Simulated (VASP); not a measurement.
Runs of VASP 6.6.1 on K3Zr2S. The structure is that of space group P6/mmm (No. 191), or close to it. The cells are those of the table. The cell was built from a structure type or drawn by symmetry, and may not be a known phase.

```tsv
task	spin	cell	k mesh	cutoff (eV)	gap on the mesh (eV)	pressure (GPa)	moment (μB)
single point	collinear	a = 5.922, b = 5.922, c = 6.634 Å, angles 90.0, 90.0, 120.0°, 6 atoms	6 × 6 × 6	520	none	0.0	5.16
single point	collinear	a = 5.772, b = 5.772, c = 6.609 Å, angles 90.0, 90.0, 120.0°, 6 atoms	3 × 3 × 4	520	none	1.1	(a)
relaxation of cell and atoms	off	relaxed from a = 6.468, b = 6.468, c = 4.282 Å, angles 90.0, 90.0, 120.0°, 6 atoms	3 × 3 × 4	600	none	-0.1	-
single point	off	a = 6.468, b = 6.468, c = 4.282 Å, angles 90.0, 90.0, 120.0°, 6 atoms	3 × 3 × 4	520	none	9.0	-
single point	off	a = 5.772, b = 5.772, c = 6.609 Å, angles 90.0, 90.0, 120.0°, 6 atoms	3 × 3 × 4	520	none	0.0	-
```

Alike in all rows: level PBE; potentials or basis VASP PAW PBE potentials, release 64 (K_sv, Zr_sv, S); smearing gaussian 0.1 eV.

**Question.** Estimate the missing entries.

**Answer.** (a) 4.56.

Caveats: some runs use coarse meshes.

A k mesh can miss the band edges, and the runs leave out spin-orbit coupling on Zr.

A gap of «none» marks levels without a gap at the run's occupations.
